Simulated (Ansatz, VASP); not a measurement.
# Two plane-wave programs on Ti2B

```xyz
6
Lattice="4.2473 0.0000 0.0000 -2.1236 3.6783 0.0000 0.0000 0.0000 4.9712" Properties=species:S:1:pos:R:3 pbc="T T T"
Ti    2.1236    0.0000    1.7054
Ti   -1.0618    1.8391    1.7054
Ti    1.0618    1.8391    1.7054
Ti    0.0000    0.0000    2.7384
B     0.0000    2.4522    3.5786
B     2.1236    1.2261    3.5786
```

Alike in both runs: task single point; functional PBE; k mesh 6 × 6 × 4; occupations gaussian, width 0.1 eV; no spin polarisation.

```csv
,VASP,Ansatz
version,VASP 6.6.1,Ansatz 0.2.0
potentials or method,"VASP PAW PBE potentials, release 64 (Ti_sv, B), cutoff 520 eV","scalar-relativistic, plane waves, PAW"
valence electrons in the cell,54,54
```

|  | VASP | Ansatz | Ansatz less VASP |
| --- | --- | --- | --- |
| gap on the k mesh at the Fermi level (eV) | none | none | - |
| rms of the force components (eV/Å) | 2.384 | 2.387 | +0.0037 |

Atom by atom the forces differ by 0.014 eV/Å (rms over components). A gap of «none» marks a metal or a gap that the smearing closes.
